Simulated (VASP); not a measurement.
Set up this calculation in VASP 6.6.1, as the native input.

| Property | Result |
| --- | --- |
| Task | single point |
| Functional | PBE |
| Potentials or basis | VASP PAW PBE potentials, release 64 (Ni, Si) |
| Cutoff | 520 eV |
| k mesh | 16 × 16 × 16 |
| Occupations | fermi-dirac, width 0.08 eV |
| Spin | no spin polarisation |
| Dipole correction | no |
| Further INCAR settings | ALGO = Normal; EDIFF = 1e-07; NBANDS = 14 |

The structure of SiNi (CsCl type) lies in POSCAR:

```
SiNi
1.0
    2.5609942092      0.0000000000      0.0000000000
    0.0000000000      2.5609942092      0.0000000000
    0.0000000000      0.0000000000      2.5609942092
Ni Si
1 1
Direct
    0.0000000000      0.0000000000      0.0000000000
    0.5000000000      0.5000000000      0.5000000000
```

These files were run (other wordings do the same):

INCAR

```
SYSTEM = SiNi
PREC     = Accurate       ! precision mode
ENCUT    = 520            ! plane-wave cutoff, eV
EDIFF    = 1E-7           ! SCF threshold, eV
ISMEAR   = -1             ! smearing method
SIGMA    = 0.08           ! smearing width, eV
LREAL    = .False.        ! projectors in reciprocal space
LASPH    = .True.         ! aspherical terms in the spheres
NELM     = 100            ! most SCF steps
ALGO     = Normal         ! electronic algorithm
ISIF     = 2              ! what is computed and relaxed
LWAVE    = .False.        ! write WAVECAR
LCHARG   = .False.        ! write CHGCAR
GGA      = PE             ! functional
NBANDS   = 14             ! bands
```

KPOINTS

```
Automatic mesh
0
Gamma
  16 16 16
  0 0 0
```

Potentials or basis: VASP PAW PBE potentials, release 64 (Ni, Si).

The run is started by

```console
$ cat potpaw_PBE.64/Ni/POTCAR potpaw_PBE.64/Si/POTCAR > POTCAR
$ mpirun -np 1 vasp_std > vasp.out
```

Results of the run:

The pressure is 109.9 GPa and the band gap on the k mesh is zero (bands 7 and 8 overlap by 3.29 eV).

Caveat: the cell stands under pressure.

Wall time 18 s on 1 thread of AMD EPYC 9R45 (Zen 5) (shared host), peak memory 0.12 GiB.
